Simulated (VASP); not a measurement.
# CaO (Fm-3m) in VASP: notebook

Runs on CaO. Level: PBEsol. Tasks: elastic constants.

Program: VASP 6.6.1. These are calculated values, not measurements. Logs are shortened: lines on timing, memory, paths and dates and some standing lists are left out, and cuts for length are marked.

**1. The cell of the first run**

It takes space group Fm-3m (No. 225, cubic). The conventional cell has a = 4.605 Å, b = 4.605 Å, c = 4.605 Å, α = 90.00°, β = 90.00°, γ = 90.00°. Ca (site symmetry m-3m) has 6 O at 2.30 Å within 3.0 Å. O (site symmetry m-3m) has 6 Ca at 2.30 Å within 3.0 Å.

**2. Elastic constants, PBEsol**

INCAR reads:

```
ALGO = Normal
EDIFF = 1E-8
ENCUT = 600
GGA = PS
IBRION = 6
ISIF = 3
ISMEAR = 0
LASPH = True
LCHARG = False
LREAL = False
LWAVE = False
NELM = 80
NFREE = 2
NSW = 1
POTIM = 0.015
PREC = Accurate
SIGMA = 0.01
```

KPOINTS reads:

```
k-points
0
Gamma
  10 10 10
```

POSCAR reads:

```
CaO
1.0
    0.0000000000      2.3027288302      2.3027288302
    2.3027288302      0.0000000000      2.3027288302
    2.3027288302      2.3027288302      0.0000000000
Ca O
1 1
Direct
    0.0000000000      0.0000000000      0.0000000000
    0.5000000000      0.5000000000      0.5000000000
```

Potentials or basis: VASP PAW PBE potentials, release 64 (Ca_sv, O).

Started as:

```
$ cat potpaw_PBE.64/Ca_sv/POTCAR potpaw_PBE.64/O/POTCAR > POTCAR
$ mpirun -np 1 vasp_std > vasp.out
```

OUTCAR:

```text
EDIFF = 1E-8
   ENCUT = 600
   GGA = PS
   IBRION = 6
   ISIF = 3
   ISMEAR = 0
   LASPH = True
   LREAL = False
   NELM = 80
   NFREE = 2
   NSW = 1
   POTIM = 0.015
   PREC = Accurate

 ion  position               nearest neighbor table
   1  0.000  0.000  0.000-   2 2.30   2 2.30   2 2.30   2 2.30   2 2.30   2 2.30
   2  0.500  0.500  0.500-   1 2.30   1 2.30   1 2.30   1 2.30   1 2.30   1 2.30

  LATTYP: Found a face centered cubic cell.
 ALAT       =     4.6054576604

  Lattice vectors:

 A1 = (   0.0000000000,   2.3027288302,   2.3027288302)
 A2 = (   2.3027288302,   0.0000000000,   2.3027288302)
 A3 = (   2.3027288302,   2.3027288302,   0.0000000000)

Analysis of symmetry for initial positions (statically):
=====================================================================
 Subroutine PRICEL returns:
 Original cell was already a primitive cell.

 Routine SETGRP: Setting up the symmetry group for a
 face centered cubic supercell.

 Subroutine GETGRP returns: Found 48 space group operations
 (whereof 48 operations were pure point group operations)
 out of a pool of 48 trial point group operations.

The static configuration has the point symmetry O_h .

Analysis of symmetry for dynamics (positions and initial velocities):
=====================================================================
 Subroutine PRICEL returns:
 Original cell was already a primitive cell.

 Routine SETGRP: Setting up the symmetry group for a
 face centered cubic supercell.

 Subroutine GETGRP returns: Found 48 space group operations
 (whereof 48 operations were pure point group operations)
 out of a pool of 48 trial point group operations.

The dynamic configuration has the point symmetry O_h .

 Subroutine INISYM returns: Found 48 space group operations
 (whereof 48 operations are pure point group operations),
 and found     1 'primitive' translations

----------------------------------------------------------------------------------------

                                     Primitive cell

  volume of cell :      24.4207

  direct lattice vectors                    reciprocal lattice vectors
     0.000000000  2.302728830  2.302728830    -0.217133687  0.217133687  0.217133687
     2.302728830  0.000000000  2.302728830     0.217133687 -0.217133687  0.217133687
     2.302728830  2.302728830  0.000000000     0.217133687  0.217133687 -0.217133687

  length of vectors
     3.256550342  3.256550342  3.256550342     0.376086577  0.376086577  0.376086577

  position of ions in fractional coordinates (direct lattice)
     0.000000000  0.000000000  0.000000000
     0.500000000  0.500000000  0.500000000

  ion indices of the primitive-cell ions
   primitive index   ion index
                 1           1
                 2           2

----------------------------------------------------------------------------------------

 KPOINTS: k-points

Automatic generation of k-mesh.
 Grid dimensions read from file:
 generate k-points for:   10   10   10

 Generating k-lattice:
[... 111 lines left out ...]

  energy without entropy =      -13.28299158  energy(sigma->0) =      -13.28299158

------------------------ aborting loop because EDIFF is reached ----------------------------------------

  FORCE on cell =-STRESS in cart. coord.  units (eV):
  Direction    XX          YY          ZZ          XY          YZ          ZX
  --------------------------------------------------------------------------------------
  -------------------------------------------------------------------------------------
  Total        2.4275741      2.4275741      2.4275741     -0.0000000     -0.0000000      0.0000000
  in kB      159.2665948    159.2665948    159.2665948     -0.0000000     -0.0000000      0.0000000
  external PRESSURE =     159.2665948 kB  Pullay stress =       0.0000000 kB
[... 89 lines left out ...]
  FREE ENERGIE OF THE ION-ELECTRON SYSTEM (eV)
  ---------------------------------------------------
  free  energy   TOTEN  =       -13.2396840660 eV

  energy  without entropy=      -13.2396840660  energy(sigma->0) =      -13.23968407

[... ionic steps 4 to 14 ...]

--------------------------------------- Ionic step       15  -------------------------------------------

 number of electron      16.0000003 magnetization

------------------------ aborting loop because EDIFF is reached ----------------------------------------
[... 67 lines left out ...]
--------------------------------------- Ionic step       17  -------------------------------------------

 number of electron      16.0000002 magnetization

 Free energy of the ion-electron system (eV)
  ---------------------------------------------------
  ext. energy  EPLUGINS =         0.00000000
  ---------------------------------------------------
  free energy    TOTEN  =       -13.28239504 eV

  energy without entropy =      -13.28239504  energy(sigma->0) =      -13.28239504

 E-fermi :   3.1615     XC(G=0): -11.3893

 val. band max:        2.9746249505   @ k =   0.0000   0.0000   0.0000
 cond. band min:       6.4096624669   @ k =   0.0000   0.5000   0.5000
 fundamental gap:      3.4350375164
 Fermi energy:         3.1615062196

 k-point     1 :       0.0000    0.0000    0.0000
  band No.  band energies     occupation
      1     -33.9331      2.00000
      2     -14.6497      2.00000
      3     -14.6491      2.00000
      4     -14.6491      2.00000
      5     -12.7207      2.00000
      6       2.9745      2.00000
      7       2.9745      2.00000
      8       2.9746      2.00000
      9       8.6481      0.00000
     10       9.4427      0.00000
     11       9.4439      0.00000
     12       9.4439      0.00000
[... 331 lines left out ...]
 k-point    24 :       0.4000    0.3000    0.0000
  band No.  band energies     occupation
      1     -33.7364      2.00000
      2     -15.7509      2.00000
      3     -14.9674      2.00000
      4     -14.9203      2.00000
      5     -11.9467      2.00000
      6       1.1830      2.00000
      7       2.3884      2.00000
      8       2.5036      2.00000
      9       7.1963      0.00000
     10      11.5855      0.00000
     11      12.5025      0.00000
     12      12.6722      0.00000

 [... further k-points ...]

------------------------ aborting loop because EDIFF is reached ----------------------------------------

  FORCE on cell =-STRESS in cart. coord.  units (eV):
  Direction    XX          YY          ZZ          XY          YZ          ZX
  --------------------------------------------------------------------------------------
  -------------------------------------------------------------------------------------
  Total        2.4357579      2.4264214      2.4264214      0.0000000      0.0000000      0.0000000
  in kB      159.8035077    159.1909644    159.1909644      0.0000000      0.0000000      0.0000000
  external PRESSURE =     159.3951455 kB  Pullay stress =       0.0000000 kB
[... 17 lines left out ...]
  FREE ENERGIE OF THE ION-ELECTRON SYSTEM (eV)
  ---------------------------------------------------
  free  energy   TOTEN  =       -13.2823950417 eV

  energy  without entropy=      -13.2823950417  energy(sigma->0) =      -13.28239504

 INTERNAL STRAIN TENSORS FROM STRAINED CELLS
 ============================================

 INTERNAL STRAIN TENSOR FOR ION    1 for displacements in x,y,z  (eV/Angst):
          X           Y           Z          XY          YZ          ZX
  --------------------------------------------------------------------------------
  x    -0.00000     0.00000     0.00000     0.00000    -0.00000     0.00000
  y     0.00000     0.00000     0.00000     0.00000     0.00000     0.00000
  z    -0.00000     0.00000     0.00000     0.00000    -0.00000     0.00000

 INTERNAL STRAIN TENSORS FROM DISPLACED ATOMS
 ============================================

 INTERNAL STRAIN TENSOR FOR ION    1 for displacements in x,y,z  (eV/Angst):
          X           Y           Z          XY          YZ          ZX
  --------------------------------------------------------------------------------
  x     0.00000     0.00000     0.00000     0.00000     0.00000     0.00000
  y     0.00000     0.00000     0.00000     0.00000     0.00000     0.00000
  z     0.00000     0.00000     0.00000     0.00000     0.00000     0.00000

 INTERNAL STRAIN TENSOR FOR ION    2 for displacements in x,y,z  (eV/Angst):
          X           Y           Z          XY          YZ          ZX
  --------------------------------------------------------------------------------
  x     0.00000     0.00000     0.00000     0.00000     0.00000     0.00000
  y     0.00000     0.00000     0.00000     0.00000     0.00000     0.00000
  z     0.00000     0.00000     0.00000     0.00000     0.00000     0.00000

 Eigenvectors and eigenvalues of the dynamical matrix
 ----------------------------------------------------

   1 f  =   10.639988 THz    66.853018 2PiTHz  354.911809 cm-1    44.003436 meV
             X         Y         Z           dx          dy          dz
      0.000000  0.000000  0.000000     0.533999    0.000000    0.000000
      2.302729  2.302729  2.302729    -0.845485   -0.000000    0.000000
[... 21 lines left out ...]
   6 f/i=    0.001913 THz     0.012017 2PiTHz    0.063795 cm-1     0.007910 meV
             X         Y         Z           dx          dy          dz
      0.000000  0.000000  0.000000    -0.020881   -0.670757    0.514291
      2.302729  2.302729  2.302729    -0.013188   -0.423642    0.324820

--------------------------------------------------------------------------------------------------------

 ELASTIC MODULI CONTR FROM IONIC RELAXATION (kBar)
 Direction    XX          YY          ZZ          XY          YZ          ZX
 --------------------------------------------------------------------------------
 XX           0.0000      0.0000      0.0000      0.0000      0.0000      0.0000
 YY           0.0000      0.0000      0.0000      0.0000      0.0000      0.0000
 ZZ           0.0000      0.0000      0.0000      0.0000      0.0000      0.0000
 XY           0.0000      0.0000      0.0000      0.0000      0.0000      0.0000
 YZ           0.0000      0.0000      0.0000      0.0000      0.0000      0.0000
 ZX           0.0000      0.0000      0.0000      0.0000      0.0000      0.0000
 --------------------------------------------------------------------------------

 TOTAL ELASTIC MODULI (kBar)
 Direction    XX          YY          ZZ          XY          YZ          ZX
 --------------------------------------------------------------------------------
 XX        3652.7535    662.1607    662.1607      0.0000      0.0000      0.0000
 YY         662.1607   3652.7535    662.1607      0.0000     -0.0000      0.0000
 ZZ         662.1607    662.1607   3652.7535      0.0000     -0.0000      0.0000
 XY           0.0000      0.0000      0.0000    760.7054      0.0000      0.0000
 YZ           0.0000     -0.0000     -0.0000      0.0000    760.7054      0.0000
 ZX           0.0000      0.0000      0.0000      0.0000      0.0000    760.7054
 --------------------------------------------------------------------------------
```

Wall time 19 min (1 thread of AMD EPYC 7R43 (Zen 3), shared host); peak memory 0.27 GiB.

What came out:

```yaml
Elastic_constants_C11_C12_C44: 365, 66, 76 GPa
Voigt_bulk_modulus: 166 GPa
Highest_phonon_frequency_at_Γ_LO-TO_splitting_left_out: 355 cm⁻¹
```

Phonon frequencies in cm⁻¹ (negative: imaginary):
| q point | frequencies |
| --- | --- |
| (0.000, 0.000, 0.000) | 0 0 0 355 355 355 |

Elastic tensor in Voigt notation (GPa, in the Cartesian axes of the cell as first typed):
```
365  66  66   0   0   0
 66 365  66   0   0   0
 66  66 365   0   0   0
  0   0   0  76   0   0
  0   0   0   0  76   0
  0   0   0   0   0  76
```

Clamped-ion elastic tensor (GPa):
```
365  66  66   0   0   0
 66 365  66   0   0   0
 66  66 365   0   0   0
  0   0   0  76   0   0
  0   0   0   0  76   0
  0   0   0   0   0  76
```

Caveat: the cell is under stress, which shifts elastic constants; the PAW data sets were made with another functional, which shifts forces and pressure a little.

**3. Elastic constants, PBEsol**

This run uses another cell than the first one, of 12.58 Å³/atom.

INCAR reads:

```
SYSTEM = CaO
  PREC = Accurate
  ENCUT = 600
  EDIFF = 1E-8
  ISMEAR = 0
  SIGMA = 0.01
  LREAL = .FALSE.
  LASPH = .TRUE.
  NELM = 60
  ALGO = Normal
  ISIF = 3
  LWAVE = .FALSE.
  LCHARG = .TRUE.
  GGA = PS
  IBRION = 6
  NFREE = 2
  POTIM = 0.015
  NSW = 1
```

KPOINTS reads:

```
Automatic mesh
0
G
  10 10 10
  0 0 0
```

POSCAR reads:

```
CaO
1.0
    0.0000000000      2.3257500318      2.3257500318
    2.3257500318      0.0000000000      2.3257500318
    2.3257500318      2.3257500318      0.0000000000
Ca O
1 1
Direct
    0.0000000000      0.0000000000      0.0000000000
    0.5000000000      0.5000000000      0.5000000000
```

Potentials or basis: VASP PAW PBE potentials, release 64 (Ca_sv, O).

Started as:

```
$ cat potpaw_PBE.64/Ca_sv/POTCAR potpaw_PBE.64/O/POTCAR > POTCAR
$ mpirun -np 1 vasp_std > vasp.out
```

Wall time 20 min (1 thread of AMD EPYC 7R43 (Zen 3), shared host); peak memory 0.27 GiB.

The run converged. Its results:

```yaml
Elastic_constants_C11_C12_C44: 323, 64, 77 GPa
Voigt_bulk_modulus: 150 GPa
Highest_phonon_frequency_at_Γ_LO-TO_splitting_left_out: 333 cm⁻¹
```

Phonon frequencies in cm⁻¹ (negative: imaginary):
| q point | frequencies |
| --- | --- |
| (0.000, 0.000, 0.000) | 0 0 0 333 333 333 |

Elastic tensor in Voigt notation (GPa, in the Cartesian axes of the cell as first typed):
```
323  64  64   0   0   0
 64 323  64   0   0   0
 64  64 323   0   0   0
  0   0   0  77   0   0
  0   0   0   0  77   0
  0   0   0   0   0  77
```

Clamped-ion elastic tensor (GPa):
```
323  64  64   0   0   0
 64 323  64   0   0   0
 64  64 323   0   0   0
  0   0   0  77   0   0
  0   0   0   0  77   0
  0   0   0   0   0  77
```

Caveat: the cell is under stress, which shifts elastic constants; the PAW data sets were made with another functional, which shifts forces and pressure a little.

**4. Elastic constants, PBEsol**

This run uses another cell than the first one, of 12.83 Å³/atom.

INCAR, as its differences from that of step 3:

```diff
@@ -14,2 +14,3 @@
   GGA = PS
+  NBANDS = 15
   IBRION = 6
```

KPOINTS reads:

```
regular mesh
0
G
  10 10 10
  0 0 0
```

POSCAR reads:

```
CaO
1.0
    0.0000000000      2.3411606782      2.3411606782
    2.3411606782      0.0000000000      2.3411606782
    2.3411606782      2.3411606782      0.0000000000
Ca O
1 1
Direct
    0.0000000000      0.0000000000      0.0000000000
    0.5000000000      0.5000000000      0.5000000000
```

Started as:

```
$ cat potpaw_PBE.64/Ca_sv/POTCAR potpaw_PBE.64/O/POTCAR > POTCAR
$ mpirun -np 1 vasp_std > vasp.out
```

It took 21 min on 1 thread of AMD EPYC 7R43 (Zen 3), shared host; peak memory 0.31 GiB.

The run converged. Its results:

- Elastic constants C11, C12, C44: 297, 62, 77 GPa
- Voigt bulk modulus: 141 GPa
- Highest phonon frequency at Γ, LO-TO splitting left out: 319 cm⁻¹

Phonon frequencies in cm⁻¹ (negative: imaginary):
```tsv
q point	frequencies
(0.000, 0.000, 0.000)	0 0 0 319 319 319
```

Elastic tensor in Voigt notation (GPa, in the Cartesian axes of the cell as first typed):
```
297  62  62   0   0   0
 62 297  62   0   0   0
 62  62 297   0   0   0
  0   0   0  77   0   0
  0   0   0   0  77   0
  0   0   0   0   0  77
```

Clamped-ion elastic tensor (GPa):
```
297  62  62   0   0   0
 62 297  62   0   0   0
 62  62 297   0   0   0
  0   0   0  77   0   0
  0   0   0   0  77   0
  0   0   0   0   0  77
```

Caveat: the cell is under stress, which shifts elastic constants; the PAW data sets were made with another functional, which shifts forces and pressure a little.

**5. Elastic constants, PBEsol**

This run uses another cell than the first one, of 13.11 Å³/atom.

INCAR reads:

```
SYSTEM = CaO
PREC = Accurate ; ENCUT = 600
EDIFF = 1E-8 ; ISMEAR = 0
SIGMA = 0.01 ; LREAL = .FALSE.
LASPH = .TRUE. ; NELM = 100
ALGO = Normal ; ISIF = 3
LWAVE = .FALSE. ; LCHARG = .FALSE.
GGA = PS ; IBRION = 6
NFREE = 2 ; POTIM = 0.015
NSW = 1
```

KPOINTS is that of step 4.

POSCAR reads:

```
CaO
1.0
    0.0000000000      2.3580826148      2.3580826148
    2.3580826148      0.0000000000      2.3580826148
    2.3580826148      2.3580826148      0.0000000000
Ca O
1 1
Direct
    0.0000000000      0.0000000000      0.0000000000
    0.5000000000      0.5000000000      0.5000000000
```

Started as:

```
$ cat potpaw_PBE.64/Ca_sv/POTCAR potpaw_PBE.64/O/POTCAR > POTCAR
$ mpirun -np 1 vasp_std > vasp.out
```

Wall time 18 min (1 thread of AMD EPYC 7R43 (Zen 3), shared host); peak memory 0.29 GiB.

Results (log left out):

| Item | Value |
| --- | --- |
| Elastic constants C11, C12, C44 | 271, 61, 77 GPa |
| Voigt bulk modulus | 131 GPa |
| Highest phonon frequency at Γ, LO-TO splitting left out | 303 cm⁻¹ |

Phonon frequencies in cm⁻¹ (negative: imaginary):
| q point | frequencies |
| --- | --- |
| (0.000, 0.000, 0.000) | 0 0 0 303 303 303 |

Elastic tensor in Voigt notation (GPa, in the Cartesian axes of the cell as first typed):
```
271  61  61   0   0   0
 61 271  61   0   0   0
 61  61 271   0   0   0
  0   0   0  77   0   0
  0   0   0   0  77   0
  0   0   0   0   0  77
```

Clamped-ion elastic tensor (GPa):
```
271  61  61   0   0   0
 61 271  61   0   0   0
 61  61 271   0   0   0
  0   0   0  77   0   0
  0   0   0   0  77   0
  0   0   0   0   0  77
```

Caveat: the cell is under stress, which shifts elastic constants; the PAW data sets were made with another functional, which shifts forces and pressure a little.
